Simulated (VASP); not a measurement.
Here is a VASP 6.6.1 calculation.

The input INCAR:

```
SYSTEM = HgTe
PREC = Accurate ; ENCUT = 600
EDIFF = 1E-7 ; ISMEAR = -1
SIGMA = 0.02 ; LREAL = .FALSE.
LASPH = .TRUE. ; NELM = 100
ALGO = Normal ; ISIF = 3
LWAVE = .FALSE. ; LCHARG = .FALSE.
GGA = PE ; IVDW = 12
IBRION = 2 ; NSW = 80
EDIFFG = -0.005
```

File KPOINTS:

```
regular mesh
0
G
  6 6 6
  0 0 0
```

File POSCAR:

```
HgTe
1.0
    0.0000000000      3.1800000000      3.1800000000
    3.1800000000      0.0000000000      3.1800000000
    3.1800000000      3.1800000000      0.0000000000
Hg Te
1 1
Direct
    0.0000000000      0.0000000000      0.0000000000
    0.5000000000      0.5000000000      0.5000000000
```

Potentials or basis: VASP PAW PBE potentials, release 64 (Hg, Te).

Run with:

```bash
$ cat potpaw_PBE.64/Hg/POTCAR potpaw_PBE.64/Te/POTCAR > POTCAR
$ mpirun -np 1 vasp_std > vasp.out
```

(1) What does it give for the space group after relaxing (to 0.05 Å)?

(2) What does it give for the dispersion energy per atom?

(3) Predict the band gap on the k mesh.

(4) Estimate the relaxed volume.

Results:

(1) Fm-3m (No. 225).

(2) -0.456 eV.

(3) zero (band 9 reaches 5.02 eV, above the bottom of band 10 at 2.34 eV).

(4) 27.54 Å³/atom.

Caveat: spin-orbit coupling is left out, which moves the levels of the heavy elements; the volume moved by -14 % from the deposited cell, more than functionals usually miss; pairwise dispersion overbinds metals, which lowers pressure and volume.
